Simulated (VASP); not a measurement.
# Zn (P6_3/mmc) in VASP: a series of runs

Zn is run at these levels: PBEsol; tasks: single point.

Program: VASP 6.6.1. These are calculated values, not measurements. Logs are shortened: lines on timing, memory, paths and dates and some standing lists are left out, and cuts for length are marked.

### 1 The cell of the first run

The structure is hexagonal, space group P6_3/mmc (No. 194). Conventional cell: a = 2.614 Å, b = 2.614 Å, c = 4.873 Å, α = 90.00°, β = 90.00°, γ = 120.00°. Zn (site symmetry -6m2) has 12 Zn at 2.61 to 2.87 Å within 3.4 Å.

### 2 Single point, PBEsol

INCAR

```
SYSTEM = Zn
PREC = Accurate
ENCUT = 520
EDIFF = 1E-6
ISMEAR = 0
SIGMA = 0.1
LREAL = .False.
LASPH = .True.
NELM = 60
ALGO = Fast
ISIF = 2
LWAVE = .False.
LCHARG = .False.
GGA = PS
NBANDS = 19
```

KPOINTS

```
regular mesh
0
Gamma
  9 9 4
  0 0 0
```

POSCAR

```
Zn
1.0
    2.6143598000      0.0000000000      0.0000000000
   -1.3071799000      2.2641020000      0.0000000000
    0.0000000000      0.0000000000      4.8731610200
Zn
2
Direct
    0.3333333300      0.6666666700      0.2500000000
    0.6666666700      0.3333333300      0.7500000000
```

Potentials or basis: VASP PAW PBE potentials, release 64 (Zn).

On the command line:

```bash
$ cat potpaw_PBE.64/Zn/POTCAR > POTCAR
$ mpirun -np 1 vasp_std > vasp.out
```

OUTCAR:

```text
SYSTEM = Zn
   PREC = Accurate
   ENCUT = 520
   EDIFF = 1E-6
   ISMEAR = 0
   LREAL = .False.
   LASPH = .True.
   NELM = 60
   ISIF = 2
   GGA = PS

 ion  position               nearest neighbor table
   1  0.333  0.667  0.250-   2 2.87   2 2.87   2 2.87   2 2.87   2 2.87   2 2.87
   2  0.667  0.333  0.750-   1 2.87   1 2.87   1 2.87   1 2.87   1 2.87   1 2.87

  LATTYP: Found a hexagonal cell.
 ALAT       =     2.6143598000
 C/A-ratio  =     1.8639978399

  Lattice vectors:

 A1 = (   2.6143598000,   0.0000000000,   0.0000000000)
 A2 = (  -1.3071799000,   2.2641020000,   0.0000000000)
 A3 = (   0.0000000000,   0.0000000000,   4.8731610200)

Analysis of symmetry for initial positions (statically):
=====================================================================
 Subroutine PRICEL returns:
 Original cell was already a primitive cell.

 Routine SETGRP: Setting up the symmetry group for a
 hexagonal supercell.

 Subroutine GETGRP returns: Found 24 space group operations
 (whereof 12 operations were pure point group operations)
 out of a pool of 24 trial point group operations.

The static configuration has the point symmetry D_3d.
 The point group associated with its full space group is D_6h.

Analysis of symmetry for dynamics (positions and initial velocities):
=====================================================================
 Subroutine PRICEL returns:
 Original cell was already a primitive cell.

 Routine SETGRP: Setting up the symmetry group for a
 hexagonal supercell.

 Subroutine GETGRP returns: Found 24 space group operations
 (whereof 12 operations were pure point group operations)
 out of a pool of 24 trial point group operations.

The dynamic configuration has the point symmetry D_3d.
 The point group associated with its full space group is D_6h.

 Subroutine INISYM returns: Found 24 space group operations
 (whereof 12 operations are pure point group operations),
 and found     1 'primitive' translations

----------------------------------------------------------------------------------------

                                     Primitive cell

  volume of cell :      28.8451

  direct lattice vectors                    reciprocal lattice vectors
     2.614359800  0.000000000  0.000000000     0.382502822  0.220838107  0.000000000
    -1.307179900  2.264102000  0.000000000     0.000000000  0.441676214  0.000000000
     0.000000000  0.000000000  4.873161020     0.000000000  0.000000000  0.205205614

  length of vectors
     2.614359800  2.614359799  4.873161020     0.441676214  0.441676214  0.205205614

  position of ions in fractional coordinates (direct lattice)
     0.333333330  0.666666670  0.250000000
     0.666666670  0.333333330  0.750000000

  ion indices of the primitive-cell ions
   primitive index   ion index
                 1           1
                 2           2

----------------------------------------------------------------------------------------

 KPOINTS: regular mesh

Automatic generation of k-mesh.
 Grid dimensions read from file:
 generate k-points for:    9    9    4

 Generating k-lattice:

  Cartesian coordinates                     Fractional coordinates (reciprocal lattice)
     0.042500314  0.024537567  0.000000000     0.111111111  0.000000000  0.000000000
     0.000000000  0.049075135  0.000000000     0.000000000  0.111111111  0.000000000
     0.000000000  0.000000000  0.051301404     0.000000000  0.000000000  0.250000000

  Length of vectors
     0.049075135  0.049075135  0.051301404

  Shift w.r.t. Gamma in fractional coordinates (k-lattice)
     0.000000000  0.000000000  0.000000000

 Subroutine IBZKPT returns following result:
 ===========================================

 Found     36 irreducible k-points:

 Following reciprocal coordinates:
            Coordinates               Weight
  0.000000  0.000000  0.000000      1.000000
  0.111111 -0.000000  0.000000      6.000000
  0.222222 -0.000000  0.000000      6.000000
  0.333333 -0.000000  0.000000      6.000000
  0.444444 -0.000000  0.000000      6.000000
  0.111111  0.111111  0.000000      6.000000
[... 16 lines left out ...]
  0.333333  0.222222  0.250000     24.000000
  0.333333  0.333333  0.250000      4.000000
 [... further k-points ...]
   k-points           NKPTS =     36   k-points in BZ     NKDIM =     36   number of bands    NBANDS=     19
   number of dos      NEDOS =    301   number of ions     NIONS =      2
   total plane-waves  NPLWV =  14400
   dimension x,y,z NGX =    20 NGY =   20 NGZ =   36
   dimension x,y,z NGXF=    40 NGYF=   40 NGZF=   72
   ions per type =               2
   NGX,Y,Z   is equivalent  to a cutoff of  12.72, 12.72, 12.28 a.u.
   NGXF,Y,Z  is equivalent  to a cutoff of  25.44, 25.44, 24.56 a.u.
 SYSTEM =  Zn
   PREC   = accura    normal or accurate (medium, high low for compatibility)
   ISTART =      0    job   : 0-new  1-cont  2-samecut
   ICHARG =      2    charge: 1-file 2-atom 10-const
   ISPIN  =      1    spin polarized calculation?
   LNONCOLLINEAR =      F non collinear calculations
   LSORBIT =      F    spin-orbit coupling
   LASPH  =      T    aspherical Exc in radial PAW
   ENCUT  =  520.0 eV  38.22 Ry    6.18 a.u.   4.86  4.86  9.06*2*pi/ulx,y,z
   NELM   =     60;   NELMIN=  2; NELMDL= -5     # of ELM steps
   EDIFF  = 0.1E-05   stopping-criterion for ELM
   LREAL  =      F    real-space projection
[... 7 lines left out ...]
   TEBEG  =    0.0;   TEEND  =   0.0 temperature during run
   PSTRESS=    0.0 pullay stress
   NELECT =      24.0000    total number of electrons
   NUPDOWN=      -1.0000    fix difference up-down
   EMIN   =  10.00;   EMAX   =-10.00  energy-range for DOS
   EFERMI =   0.00;   METHOD = LEGACY
   ISMEAR =     0;   SIGMA  =   0.10  broadening in eV -4-tet -1-fermi 0-gaus
   EFERMI_NEDOS =   21; number of points for ismear=-14 and -15
   IALGO  =     68    algorithm
   IMIX   =      4    mixing-type and parameters
     AMIX     =   0.40;   BMIX     =  1.00
     AMIX_MAG =   1.60;   BMIX_MAG =  1.00
  volume/ion in A,a.u.               =      14.42        97.33
  Fermi-wavevector in a.u.,A,eV,Ry     =   1.539765  2.909735 32.257744  2.370877
  Thomas-Fermi vector in A             =   2.645947
   LORBIT       =      0    0 simple, 1 ext, 2 COOP (PROOUT), +10 PAW based schemes
   GGA     = PS    functional components
   LHFCALC =     F    Hartree Fock is set to
   AEXX    =    0.0000 exact exchange contribution
   IVDW    =     0    specifies the selected vdW correction
   LEPSILON=     F    determine dielectric tensor
   LRPA    =     F    only Hartree local field effects (RPA)
 non-spin polarized calculation
 RMM-DIIS sequential band-by-band and
 Gauss-broadening in eV      SIGMA  =   0.10
  energy-cutoff  :      520.00
  volume of cell :       28.85
 maximum number of plane-waves:       792
 NGX is ok and might be reduce to    20
   NGX =  9   NGY =  9   NGZ = 19

 number of electron      24.0000032 magnetization

 Free energy of the ion-electron system (eV)
  ---------------------------------------------------
  ext. energy  EPLUGINS =         0.00000000
  ---------------------------------------------------
  free energy    TOTEN  =        -3.12309455 eV

  energy without entropy =       -3.11721053  energy(sigma->0) =       -3.12015254

 E-fermi :   3.5822     XC(G=0): -11.9829

 val. band max:        3.5633662982   @ k =   0.0000   0.0000   0.2500
 cond. band min:       3.5966629163   @ k =   0.2222   0.2222   0.0000
 fundamental gap:      0.0332966181
 Fermi energy:         3.5822120288

 k-point     1 :       0.0000    0.0000    0.0000
  band No.  band energies     occupation
      1      -7.5262      2.00000
      2      -5.5351      2.00000
      3      -4.7416      2.00000
      4      -4.4819      2.00000
      5      -4.4819      2.00000
      6      -4.4270      2.00000
[... 11 lines left out ...]
     18      23.0762      0.00000
     19      23.1611      0.00000

 k-point     2 :       0.1111   -0.0000    0.0000
  band No.  band energies     occupation
      1      -7.1480      2.00000
      2      -5.3681      2.00000
      3      -4.7057      2.00000
      4      -4.5170      2.00000
      5      -4.4622      2.00000
      6      -4.3886      2.00000
[... 11 lines left out ...]
     18      21.3942      0.00000
     19      23.4147      0.00000

 k-point     3 :       0.2222   -0.0000    0.0000
  band No.  band energies     occupation
      1      -6.1090      2.00000
      2      -5.0946      2.00000
      3      -4.6456      2.00000
      4      -4.5706      2.00000
      5      -4.5382      2.00000
      6      -4.3240      2.00000
[... 11 lines left out ...]
     18      19.5833      0.00000
     19      19.6596      0.00000

 k-point     4 :       0.3333   -0.0000    0.0000
  band No.  band energies     occupation
      1      -5.2942      2.00000
      2      -5.1405      2.00000
      3      -4.8568      2.00000
      4      -4.4794      2.00000
      5      -4.3820      2.00000
      6      -4.2550      2.00000
[... 11 lines left out ...]
     18      18.6823      0.00000
     19      20.5232      0.00000

 k-point     5 :       0.4444   -0.0000    0.0000
  band No.  band energies     occupation
      1      -5.2934      2.00000
      2      -5.2087      2.00000
      3      -5.0165      2.00000
      4      -4.4869      2.00000
      5      -4.3348      2.00000
      6      -4.3067      2.00000
[... 11 lines left out ...]
     18      18.2333      0.00000
     19      19.5242      0.00000
[... 334 lines left out ...]
      2      -5.1710      2.00000
      3      -4.8979      2.00000
      4      -4.7360      2.00000
      5      -4.3622      2.00000
      6      -4.1153      2.00000
[... 11 lines left out ...]
     18      14.6871      0.00000
     19      20.0529      0.00000

 k-point    22 :       0.2222    0.2222    0.2500
  band No.  band energies     occupation
      1      -4.9235      2.00000
      2      -4.8348      2.00000
      3      -4.8113      2.00000
      4      -4.6856      2.00000
      5      -4.5004      2.00000
      6      -4.3796      2.00000
[... 11 lines left out ...]
     18      15.9645      0.00000
     19      18.1427      0.00000

 k-point    23 :       0.3333    0.2222    0.2500
  band No.  band energies     occupation
      1      -4.9719      2.00000
      2      -4.8795      2.00000
      3      -4.7279      2.00000
      4      -4.6786      2.00000
      5      -4.5270      2.00000
      6      -4.2510      2.00000
[... 11 lines left out ...]
     18      13.7766      0.00000
     19      16.9579      0.00000

 k-point    24 :       0.3333    0.3333    0.2500
  band No.  band energies     occupation
      1      -4.8039      2.00000
      2      -4.7313      2.00000
      3      -4.7313      2.00000
      4      -4.5986      2.00000
      5      -4.4784      2.00000
      6      -4.4784      2.00000
[... 11 lines left out ...]
     18      13.0964      0.00000
     19      14.3596      0.00000

 [... further k-points ...]
[... 5 lines left out ...]
  --------------------------------------------------------------------------------------
  -------------------------------------------------------------------------------------
  Total       -0.0647250     -0.0647250     -0.3265913     -0.0000000     -0.0000000      0.0000000
  in kB       -3.5950981     -3.5950981    -18.1402400     -0.0000000     -0.0000000      0.0000000
  external PRESSURE =      -8.4434788 kB  Pullay stress =       0.0000000 kB

 VOLUME and BASIS-vectors are now :
 -----------------------------------------------------------------------------
  energy-cutoff  :      520.00
  volume of cell :       28.85
      direct lattice vectors                 reciprocal lattice vectors
     2.614359800  0.000000000  0.000000000     0.382502822  0.220838107  0.000000000
    -1.307179900  2.264102000  0.000000000     0.000000000  0.441676214  0.000000000
     0.000000000  0.000000000  4.873161020     0.000000000  0.000000000  0.205205614

 POSITION                                       TOTAL-FORCE (eV/Angst)
 -----------------------------------------------------------------------------------
     -0.00000      1.50940      1.21829         0.000000     -0.000000      0.000000
      1.30718      0.75470      3.65487        -0.000000      0.000000      0.000000
 -----------------------------------------------------------------------------------
    total drift:                               -0.000001      0.000000      0.000000

  FREE ENERGIE OF THE ION-ELECTRON SYSTEM (eV)
  ---------------------------------------------------
  free  energy   TOTEN  =        -3.1230945539 eV

  energy  without entropy=       -3.1172105316  energy(sigma->0) =       -3.12015254
```

Run time: 15 s. Hardware: 1 thread of Intel Xeon Platinum 8488C (Sapphire Rapids), shared host; peak memory 0.14 GiB.

Results:

```
Free energy            : -3.1231 eV
Pressure               : -0.8 GPa
Band gap on the k mesh : zero (band 12 reaches 4.27 eV, above the bottom of band 13 at 0.28 eV)
```

Levels at points of the mesh, in eV from the Fermi level:
```
           k point  band 10  band 11  band 12  band 13  band 14  band 15
(0.00, 0.00, 0.00)    -7.41    -7.41    -4.20    -3.30    13.69    17.42
(0.00, 0.00, 0.50)    -7.50    -7.50    -7.50     4.41     4.41    19.29
```

Caveat: the PAW data sets were made with another functional, which shifts forces and pressure a little.

### 3 Single point, PBEsol

This run uses another cell than the first one, of 14.27 Å³/atom, 0.989 times its volume.

INCAR

```
  ALGO = Normal
  EDIFF = 1E-7
  ENCUT = 520
  GGA = PS
  ISIF = 2
  ISMEAR = 0
  LASPH = True
  LCHARG = False
  LREAL = False
  LWAVE = False
  NBANDS = 19
  NELM = 80
  PREC = Accurate
  SIGMA = 0.1
```

KPOINTS

```
k-points
0
Gamma
  18 18 10
```

POSCAR

```
Zn
1.0
    2.5894641455      0.0000000000      0.0000000000
   -1.2947320727      2.2425417322      0.0000000000
    0.0000000000      0.0000000000      4.9140459337
Zn
2
Direct
    0.3333333333      0.6666666667      0.2500000000
    0.6666666667      0.3333333333      0.7500000000
```

Potentials or basis: VASP PAW PBE potentials, release 64 (Zn).

On the command line:

```bash
$ cat potpaw_PBE.64/Zn/POTCAR > POTCAR
$ mpirun -np 1 vasp_std > vasp.out
```

It took 84 s on 1 thread of Intel Xeon Platinum 8488C (Sapphire Rapids), shared host; peak memory 0.21 GiB.

The run converged. Its results:

```yaml
Free_energy: -3.1750 eV
Pressure: 0.5 GPa
Band_gap_on_the_k_mesh: zero (band 12 reaches 5.15 eV, above the bottom of band 13 at 0.16 eV)
```

Stress tensor (GPa, compression positive):
```
0.61 0.00 0.00
0.00 0.61 0.00
0.00 0.00 0.30
```

Levels at points of the mesh, in eV from the Fermi level:
```
           k point  band 9  band 10  band 11  band 12  band 13  band 14  band 15  band 16
(0.00, 0.00, 0.00)   -7.36    -7.15    -7.15    -4.07    -3.23    13.44    17.31    18.75
(0.50, 0.00, 0.00)   -6.94    -6.92    -2.97    -2.09     2.65     3.62     4.38     5.84
(0.00, 0.00, 0.50)   -7.24    -7.24    -7.24    -7.24     4.37     4.37    20.08    20.08
(0.50, 0.00, 0.50)   -6.92    -6.92    -2.03    -2.03     0.36     0.36    10.27    10.27
```

Caveat: the PAW data sets were made with another functional, which shifts forces and pressure a little.
